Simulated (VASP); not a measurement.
# Ag (Fm-3m) in VASP: notebook

Ag is run at these levels: PBEsol; tasks: single point, relaxation of cell and atoms.

Program: VASP 6.6.1. These are calculated values, not measurements. Logs are shortened: lines on timing, memory, paths and dates and some standing lists are left out, and cuts for length are marked.

## 1. The cell of the first run

The structure is cubic, space group Fm-3m (No. 225). Conventional cell: a = 4.000 Å, b = 4.000 Å, c = 4.000 Å, α = 90.00°, β = 90.00°, γ = 90.00°. Within 3.7 Å of Ag (site symmetry m-3m) lie 12 Ag at 2.83 Å.

## 2. Single point, PBEsol

Contents of INCAR:

```
SYSTEM = Ag
  PREC = Accurate
  ENCUT = 520
  EDIFF = 1E-6
  ISMEAR = -1
  SIGMA = 0.05
  LREAL = .FALSE.
  LASPH = .TRUE.
  NELM = 60
  ALGO = Normal
  ISIF = 2
  LWAVE = .FALSE.
  LCHARG = .FALSE.
  GGA = PS
  NBANDS = 12
```

Contents of KPOINTS:

```
regular mesh
0
G
  11 11 11
  0 0 0
```

Contents of POSCAR:

```
Ag
1.0
    0.0000000000      1.9999782827      1.9999782827
    1.9999782827      0.0000000000      1.9999782827
    1.9999782827      1.9999782827      0.0000000000
Ag
1
Direct
    0.0000000000      0.0000000000      0.0000000000
```

Potentials or basis: VASP PAW PBE potentials, release 64 (Ag).

On the command line:

```bash
cat potpaw_PBE.64/Ag/POTCAR > POTCAR
mpirun -np 1 vasp_std > vasp.out
```

OUTCAR:

```text
SYSTEM = Ag
   PREC = Accurate
   ENCUT = 520
   EDIFF = 1E-6
   ISMEAR = -1
   LREAL = .FALSE.
   LASPH = .TRUE.
   NELM = 60
   ISIF = 2
   GGA = PS

 ion  position               nearest neighbor table
   1  0.000  0.000  0.000-

  LATTYP: Found a face centered cubic cell.
 ALAT       =     3.9999565654

  Lattice vectors:

 A1 = (   0.0000000000,   1.9999782827,   1.9999782827)
 A2 = (   1.9999782827,   0.0000000000,   1.9999782827)
 A3 = (   1.9999782827,   1.9999782827,   0.0000000000)

Analysis of symmetry for initial positions (statically):
=====================================================================
 Subroutine PRICEL returns:
 Original cell was already a primitive cell.

 Routine SETGRP: Setting up the symmetry group for a
 face centered cubic supercell.

 Subroutine GETGRP returns: Found 48 space group operations
 (whereof 48 operations were pure point group operations)
 out of a pool of 48 trial point group operations.

The static configuration has the point symmetry O_h .

Analysis of symmetry for dynamics (positions and initial velocities):
=====================================================================
 Subroutine PRICEL returns:
 Original cell was already a primitive cell.

 Routine SETGRP: Setting up the symmetry group for a
 face centered cubic supercell.

 Subroutine GETGRP returns: Found 48 space group operations
 (whereof 48 operations were pure point group operations)
 out of a pool of 48 trial point group operations.

The dynamic configuration has the point symmetry O_h .

 Subroutine INISYM returns: Found 48 space group operations
 (whereof 48 operations are pure point group operations),
 and found     1 'primitive' translations

----------------------------------------------------------------------------------------

                                     Primitive cell

  volume of cell :      15.9995

  direct lattice vectors                    reciprocal lattice vectors
     0.000000000  1.999978283  1.999978283    -0.250002715  0.250002715  0.250002715
     1.999978283  0.000000000  1.999978283     0.250002715 -0.250002715  0.250002715
     1.999978283  1.999978283  0.000000000     0.250002715  0.250002715 -0.250002715

  length of vectors
     2.828396412  2.828396412  2.828396412     0.433017404  0.433017404  0.433017404

  position of ions in fractional coordinates (direct lattice)
     0.000000000  0.000000000  0.000000000

  ion indices of the primitive-cell ions
   primitive index   ion index
                 1           1

----------------------------------------------------------------------------------------

 KPOINTS: regular mesh

Automatic generation of k-mesh.
 Grid dimensions read from file:
 generate k-points for:   11   11   11

 Generating k-lattice:

  Cartesian coordinates                     Fractional coordinates (reciprocal lattice)
    -0.022727520  0.022727520  0.022727520     0.090909091  0.000000000  0.000000000
     0.022727520 -0.022727520  0.022727520     0.000000000  0.090909091  0.000000000
     0.022727520  0.022727520 -0.022727520     0.000000000  0.000000000  0.090909091

  Length of vectors
     0.039365219  0.039365219  0.039365219

  Shift w.r.t. Gamma in fractional coordinates (k-lattice)
     0.000000000  0.000000000  0.000000000

 Subroutine IBZKPT returns following result:
 ===========================================

 Found     56 irreducible k-points:

 Following reciprocal coordinates:
            Coordinates               Weight
  0.000000  0.000000  0.000000      1.000000
  0.090909  0.000000  0.000000      8.000000
  0.181818  0.000000  0.000000      8.000000
  0.272727  0.000000  0.000000      8.000000
  0.363636  0.000000  0.000000      8.000000
  0.454545  0.000000  0.000000      8.000000
[... 16 lines left out ...]
 -0.272727  0.181818  0.000000     24.000000
 -0.181818  0.181818  0.000000     12.000000
 [... further k-points ...]
   k-points           NKPTS =     56   k-points in BZ     NKDIM =     56   number of bands    NBANDS=     12
   number of dos      NEDOS =    301   number of ions     NIONS =      1
   total plane-waves  NPLWV =  13824
   dimension x,y,z NGX =    24 NGY =   24 NGZ =   24
   dimension x,y,z NGXF=    48 NGYF=   48 NGZF=   48
   ions per type =               1
   NGX,Y,Z   is equivalent  to a cutoff of  14.11, 14.11, 14.11 a.u.
   NGXF,Y,Z  is equivalent  to a cutoff of  28.21, 28.21, 28.21 a.u.
 SYSTEM =  Ag
   PREC   = accura    normal or accurate (medium, high low for compatibility)
   ISTART =      0    job   : 0-new  1-cont  2-samecut
   ICHARG =      2    charge: 1-file 2-atom 10-const
   ISPIN  =      1    spin polarized calculation?
   LNONCOLLINEAR =      F non collinear calculations
   LSORBIT =      F    spin-orbit coupling
   LASPH  =      T    aspherical Exc in radial PAW
   ENCUT  =  520.0 eV  38.22 Ry    6.18 a.u.   5.26  5.26  5.26*2*pi/ulx,y,z
   NELM   =     60;   NELMIN=  2; NELMDL= -5     # of ELM steps
   EDIFF  = 0.1E-05   stopping-criterion for ELM
   LREAL  =      F    real-space projection
   EDIFFG = 0.1E-04   stopping-criterion for IOM
   NSW    =      0    number of steps for IOM
   IBRION =     -1    ionic relax: 0-MD 1-quasi-New 2-CG
   NFREE  =      0    steps in history (QN), initial steepest desc. (CG)
   ISIF   =      2    stress and relaxation
   ISYM   =      2    0-nonsym 1-usesym 2-fastsym
   POTIM  = 0.5000    time-step for ionic-motion
   TEBEG  =    0.0;   TEEND  =   0.0 temperature during run
   PSTRESS=    0.0 pullay stress
   NELECT =      11.0000    total number of electrons
   NUPDOWN=      -1.0000    fix difference up-down
   EMIN   =  10.00;   EMAX   =-10.00  energy-range for DOS
   EFERMI =   0.00;   METHOD = LEGACY
   ISMEAR =    -1;   SIGMA  =   0.05  broadening in eV -4-tet -1-fermi 0-gaus
   EFERMI_NEDOS =   21; number of points for ismear=-14 and -15
   IALGO  =     38    algorithm
   IMIX   =      4    mixing-type and parameters
     AMIX     =   0.40;   BMIX     =  1.00
     AMIX_MAG =   1.60;   BMIX_MAG =  1.00
  volume/ion in A,a.u.               =      16.00       107.97
  Fermi-wavevector in a.u.,A,eV,Ry     =   1.444898  2.730461 28.405284  2.087730
  Thomas-Fermi vector in A             =   2.563141
   LORBIT       =      0    0 simple, 1 ext, 2 COOP (PROOUT), +10 PAW based schemes
   GGA     = PS    functional components
   LHFCALC =     F    Hartree Fock is set to
   AEXX    =    0.0000 exact exchange contribution
   IVDW    =     0    specifies the selected vdW correction
   LEPSILON=     F    determine dielectric tensor
   LRPA    =     F    only Hartree local field effects (RPA)
 non-spin polarized calculation
  energy-cutoff  :      520.00
  volume of cell :       16.00
 maximum number of plane-waves:       444
 NGX is ok and might be reduce to    24
   NGX = 11   NGY = 11   NGZ = 11

 number of electron      11.0000002 magnetization

 Free energy of the ion-electron system (eV)
  ---------------------------------------------------
  ext. energy  EPLUGINS =         0.00000000
  ---------------------------------------------------
  free energy    TOTEN  =        -3.30549438 eV

  energy without entropy =       -3.30367808  energy(sigma->0) =       -3.30458623

 E-fermi :   9.3138     XC(G=0): -12.7974

 val. band max:        9.2308685729   @ k =  -0.4545   0.0909   0.0000
 cond. band min:       9.3887172189   @ k =   0.4545   0.3636   0.0000
 fundamental gap:      0.1578486460
 Fermi energy:         9.3138115678

 k-point     1 :       0.0000    0.0000    0.0000
  band No.  band energies     occupation
      1       0.8331      2.00000
      2       4.1263      2.00000
      3       4.1263      2.00000
      4       4.1263      2.00000
      5       5.2967      2.00000
      6       5.2967      2.00000
      7      25.2561      0.00000
      8      29.2063      0.00000
      9      29.2063      0.00000
     10      29.2063      0.00000
     11      34.1950      0.00000
     12      35.7661      0.00000

 k-point     2 :       0.0909    0.0000    0.0000
  band No.  band energies     occupation
      1       1.1021      2.00000
      2       4.0618      2.00000
      3       4.2025      2.00000
      4       4.2025      2.00000
      5       5.2684      2.00000
      6       5.2684      2.00000
      7      25.3058      0.00000
      8      27.3852      0.00000
      9      29.3656      0.00000
     10      29.3656      0.00000
     11      33.9883      0.00000
     12      35.3246      0.00000

 k-point     3 :       0.1818    0.0000    0.0000
  band No.  band energies     occupation
      1       1.8046      2.00000
      2       4.0064      2.00000
      3       4.3395      2.00000
      4       4.3395      2.00000
      5       5.2760      2.00000
      6       5.2760      2.00000
      7      23.3622      0.00000
      8      26.2279      0.00000
      9      29.6539      0.00000
     10      29.6539      0.00000
     11      32.6288      0.00000
     12      34.0275      0.00000

 k-point     4 :       0.2727    0.0000    0.0000
  band No.  band energies     occupation
      1       2.3944      2.00000
      2       4.3304      2.00000
      3       4.3304      2.00000
      4       4.5694      2.00000
      5       5.5123      2.00000
      6       5.5123      2.00000
      7      19.8496      0.00000
      8      25.7858      0.00000
      9      29.4357      0.00000
     10      29.4357      0.00000
     11      32.9247      0.00000
     12      32.9271      0.00000

 k-point     5 :       0.3636    0.0000    0.0000
  band No.  band energies     occupation
      1       2.4295      2.00000
      2       4.2067      2.00000
      3       4.2067      2.00000
      4       5.8873      2.00000
      5       5.8873      2.00000
      6       6.1931      2.00000
      7      16.3896      0.00000
      8      25.0437      0.00000
      9      28.4764      0.00000
     10      28.4764      0.00000
     11      32.7669      0.00000
     12      32.7669      0.00000

 k-point     6 :       0.4545    0.0000    0.0000
  band No.  band energies     occupation
      1       2.3446      2.00000
      2       4.1131      2.00000
      3       4.1131      2.00000
      4       6.1521      2.00000
      5       6.1521      2.00000
      6       8.0924      2.00000
      7      13.6196      0.00000
      8      24.5631      0.00000
      9      27.7206      0.00000
     10      27.7206      0.00000
     11      32.8823      0.00000
     12      32.8823      0.00000

 k-point     7 :       0.0909    0.0909    0.0000
  band No.  band energies     occupation
      1       1.1924      2.00000
      2       3.9745      2.00000
      3       4.2653      2.00000
      4       4.2653      2.00000
      5       5.1480      2.00000
      6       5.3611      2.00000
      7      25.4508      0.00000
      8      28.0290      0.00000
      9      28.4727      0.00000
     10      28.4727      0.00000
     11      35.1019      0.00000
     12      35.1019      0.00000

 k-point     8 :       0.1818    0.0909    0.0000
  band No.  band energies     occupation
      1       1.7638      2.00000
      2       3.8260      2.00000
      3       4.4196      2.00000
      4       4.4271      2.00000
      5       5.0660      2.00000
      6       5.4324      2.00000
      7      24.6130      0.00000
      8      26.2052      0.00000
      9      27.7905      0.00000
     10      29.2968      0.00000
     11      32.9979      0.00000
     12      34.8013      0.00000
[... 166 lines left out ...]
 k-point    20 :       0.4545    0.1818    0.0000
  band No.  band energies     occupation
      1       2.8239      2.00000
      2       3.8122      2.00000
      3       4.5290      2.00000
      4       4.6980      2.00000
      5       6.2212      2.00000
      6       8.7375      1.99998
      7      15.8399      0.00000
      8      23.2988      0.00000
      9      24.5069      0.00000
     10      26.2717      0.00000
     11      35.2668      0.00000
     12      35.3313      0.00000

 k-point    21 :      -0.4545    0.1818    0.0000
  band No.  band energies     occupation
      1       2.8353      2.00000
      2       3.7726      2.00000
      3       4.5991      2.00000
      4       4.8344      2.00000
      5       6.1524      2.00000
      6      10.7181      0.00000
      7      13.3514      0.00000
      8      22.1955      0.00000
      9      25.2064      0.00000
     10      25.9291      0.00000
     11      34.9424      0.00000
     12      34.9548      0.00000

 k-point    22 :      -0.3636    0.1818    0.0000
  band No.  band energies     occupation
      1       2.9545      2.00000
      2       3.8341      2.00000
      3       4.5831      2.00000
      4       4.7813      2.00000
      5       5.8048      2.00000
      6       9.5972      0.00688
      7      14.9495      0.00000
      8      21.5477      0.00000
      9      26.0916      0.00000
     10      26.6881      0.00000
     11      33.7151      0.00000
     12      34.7319      0.00000

 k-point    23 :      -0.2727    0.1818    0.0000
  band No.  band energies     occupation
      1       3.1424      2.00000
      2       3.9154      2.00000
      3       4.3486      2.00000
      4       4.6685      2.00000
      5       5.3068      2.00000
      6       7.7998      2.00000
      7      18.2044      0.00000
      8      21.4379      0.00000
      9      26.8596      0.00000
     10      28.7903      0.00000
     11      31.8131      0.00000
     12      34.7200      0.00000

 k-point    24 :      -0.1818    0.1818    0.0000
  band No.  band energies     occupation
      1       3.0049      2.00000
      2       3.6631      2.00000
      3       4.3448      2.00000
      4       4.8129      2.00000
      5       4.8498      2.00000
      6       6.5109      2.00000
      7      21.5175      0.00000
      8      21.9984      0.00000
      9      28.2079      0.00000
     10      29.9730      0.00000
     11      31.0781      0.00000
     12      34.8153      0.00000

 [... further k-points ...]
[... 5 lines left out ...]
  --------------------------------------------------------------------------------------
  -------------------------------------------------------------------------------------
  Total        0.4720568      0.4720568      0.4720568     -0.0000000     -0.0000000     -0.0000000
  in kB       47.2714598     47.2714598     47.2714598     -0.0000000     -0.0000000     -0.0000000
  external PRESSURE =      47.2714598 kB  Pullay stress =       0.0000000 kB

 VOLUME and BASIS-vectors are now :
 -----------------------------------------------------------------------------
  energy-cutoff  :      520.00
  volume of cell :       16.00
      direct lattice vectors                 reciprocal lattice vectors
     0.000000000  1.999978283  1.999978283    -0.250002715  0.250002715  0.250002715
     1.999978283  0.000000000  1.999978283     0.250002715 -0.250002715  0.250002715
     1.999978283  1.999978283  0.000000000     0.250002715  0.250002715 -0.250002715

 POSITION                                       TOTAL-FORCE (eV/Angst)
 -----------------------------------------------------------------------------------
      0.00000      0.00000      0.00000         0.000000      0.000000      0.000000
 -----------------------------------------------------------------------------------
    total drift:                               -0.000000      0.000000      0.000000

  FREE ENERGIE OF THE ION-ELECTRON SYSTEM (eV)
  ---------------------------------------------------
  free  energy   TOTEN  =        -3.3054943797 eV

  energy  without entropy=       -3.3036780780  energy(sigma->0) =       -3.30458623
```

Run time: 18 s. Hardware: 1 thread of AMD EPYC 7R43 (Zen 3), shared host; peak memory 0.1 GiB.

Results:

```
Free energy : -3.3055 eV
Pressure    : 4.7 GPa
```

Caveat: the PAW data sets were made with another functional, which shifts forces and pressure a little.

## 3. Single point, PBEsol

This run uses another cell than the first one, of 15.51 Å³/atom, 0.970 times its volume.

Contents of INCAR:

```
ALGO = Normal
EDIFF = 1E-7
ENCUT = 520
GGA = PS
ISIF = 2
ISMEAR = -1
LASPH = True
LCHARG = False
LREAL = False
LWAVE = False
NBANDS = 12
NELM = 60
PREC = Accurate
SIGMA = 0.05
```

Contents of KPOINTS:

```
k-points
0
Gamma
  11 11 11
```

Contents of POSCAR:

```
Ag
1.0
    0.0000000000      1.9794584223      1.9794584223
    1.9794584223      0.0000000000      1.9794584223
    1.9794584223      1.9794584223      0.0000000000
Ag
1
Direct
    0.0000000000      0.0000000000      0.0000000000
```

Potentials or basis: VASP PAW PBE potentials, release 64 (Ag).

On the command line:

```bash
cat potpaw_PBE.64/Ag/POTCAR > POTCAR
mpirun -np 1 vasp_std > vasp.out
```

Run time: 18 s. Hardware: 1 thread of AMD EPYC 7R43 (Zen 3), shared host; peak memory 0.11 GiB.

Results (log left out):

- Free energy: -3.2835 eV
- Pressure: 9.7 GPa

Levels at points of the mesh, in eV from the Fermi level:
```csv
k point,band 2,band 3,band 4,band 5,band 6,band 7,band 8,band 9,band 10,band 11
"(0.00, 0.00, 0.00)",-5.30,-5.30,-5.30,-4.06,-4.06,16.01,20.14,20.14,20.14,25.22
```

Caveat: the PAW data sets were made with another functional, which shifts forces and pressure a little.

## 4. Single point, PBEsol

This run uses another cell than the first one, of 16.61 Å³/atom, 1.038 times its volume.

Contents of INCAR:

```
SYSTEM = Ag
PREC = Accurate
ENCUT = 520
EDIFF = 1E-6
ISMEAR = -1
SIGMA = 0.05
LREAL = .False.
LASPH = .True.
NELM = 80
ALGO = Normal
ISIF = 2
LWAVE = .False.
LCHARG = .True.
GGA = PS
LELF = .True.
LVHAR = .True.
NBANDS = 12
```

Contents of KPOINTS:

```
regular mesh
0
Gamma
  11 11 11
  0 0 0
```

Contents of POSCAR:

```
Ag
1.0
    0.0000000000      2.0249883652      2.0249883652
    2.0249883652      0.0000000000      2.0249883652
    2.0249883652      2.0249883652      0.0000000000
Ag
1
Direct
    0.0000000000      0.0000000000      0.0000000000
```

On the command line:

```bash
cat potpaw_PBE.64/Ag/POTCAR > POTCAR
mpirun -np 1 vasp_std > vasp.out
```

Run time: 21 s. Hardware: 1 thread of AMD EPYC 7R43 (Zen 3), shared host; peak memory 0.11 GiB.

The run converged. Its results:

| Item | Value |
| --- | --- |
| Free energy | -3.3141 eV |
| Pressure | -0.2 GPa |

Levels at points of the mesh, in eV from the Fermi level:
```csv
k point,band 4,band 5,band 6,band 7,band 8,band 9
"(0.00, 0.00, 0.00)",-5.07,-3.97,-3.97,15.85,19.58,19.58
```

Caveat: the PAW data sets were made with another functional, which shifts forces and pressure a little.

(Part 1 of 2 ends here.)
